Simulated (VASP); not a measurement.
Here is a VASP 6.6.1 calculation.

File INCAR:

```
ALGO = Normal
EDIFF = 1E-6
ENCUT = 520
GGA = PE
ISIF = 2
ISMEAR = -1
LASPH = T
LCHARG = F
LREAL = F
LWAVE = F
NBANDS = 18
NELM = 100
PREC = Accurate
SIGMA = 0.08
```

The input KPOINTS:

```
k-points
0
Gamma
  10 10 10
```

Contents of POSCAR:

```
BiTe
1.0
    0.0000000000      3.2350000000      3.2350000000
    3.2350000000      0.0000000000      3.2350000000
    3.2350000000      3.2350000000      0.0000000000
Bi Te
1 1
Direct
    0.0000000000      0.0000000000      0.0065573416
    0.5000000000      0.5000000000      0.5000000000
```

Potentials or basis: VASP PAW PBE potentials, release 64 (Bi_d, Te).

Command:

```console
$ cat potpaw_PBE.64/Bi_d/POTCAR potpaw_PBE.64/Te/POTCAR > POTCAR
$ mpirun -np 1 vasp_std > vasp.out
```

Task: What does it give for the band gap on the k mesh?

Result: Zero (an odd number of electrons rules out a gap without spin polarisation).

Task: Predict the pressure.

Result: 0.7 GPa.

Task: What does it give for the largest force?

Result: 0.077 eV/Å.

Forces in eV/Å, atoms in the order of the input:
```
Bi  -0.055 -0.055  0.000
Te   0.055  0.055  0.000
```

Caveat: the cell differs from its parent crystal (atom 1 (Bi) moved by [0.021213, 0.021213, 0.0] A); spin-orbit coupling is left out, which moves the levels of the heavy elements.
